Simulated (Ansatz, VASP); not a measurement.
# BN in VASP and in Ansatz

```
B N
1.0
     0.00000    1.81300    1.81300
     1.81300    0.00000    1.81300
     1.81300    1.81300    0.00000
B N
1 1
Direct
  0.00000 0.00000 0.00000
  0.75000 0.75000 0.75000
```

Alike in both runs: task single point; functional PBE; k mesh 12 × 12 × 12; occupations gaussian, width 0.1 eV; no spin polarisation.

|  | VASP | Ansatz |
| --- | --- | --- |
| version | VASP 6.6.1 | Ansatz 0.2.0 |
| potentials or method | VASP PAW PBE potentials, release 64 (B, N), cutoff 600 eV | scalar-relativistic, plane waves, PAW |
| valence electrons in the cell | 8 | 8 |

Ansatz gave:

```
gap on the k mesh at the Fermi level (eV) : 4.46
least direct gap on the mesh (eV)         : 8.79
pressure (GPa)                            : -0.4
```

Question: Which values does VASP return?

Answer: gap on the k mesh at the Fermi level (eV): 4.45; least direct gap on the mesh (eV): 8.78; pressure (GPa): -0.4.
